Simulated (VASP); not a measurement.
The system is Ta.

```
CELL_PARAMETERS angstrom
-1.62775 1.62775 1.62775
1.62775 -1.62775 1.62775
1.62775 1.62775 -1.62775
ATOMIC_POSITIONS crystal
Ta 0.00000 0.00000 0.00000
```

Base run:

- Program: VASP 6.6.1
- Functional: LDA
- Potentials or basis: VASP PAW LDA potentials, release 64 (Ta_pv)
- Cutoff: 520 eV
- k mesh: 14 × 14 × 14
- Occupations: fermi-dirac, width 0.05 eV
- Spin: non-collinear spin, zero start, spin-orbit coupling
- Starting moments: [[0.0, 0.0, 0.0]] μB
- Hubbard terms: Ta d U = 5.0 eV

Its results: pressure 19.7 GPa; net moment 0.00 μB per cell.

Q: The run is repeated on the same cell with these changes: hubbard terms from Ta d U = 5.0 eV to none. What comes out?

A: Pressure 0.6 GPa; net moment 0.00 μB per cell.

Caveats: the cell stands under pressure (at least some runs); the U is typed as a test and isn't derived for this compound (at least some runs).
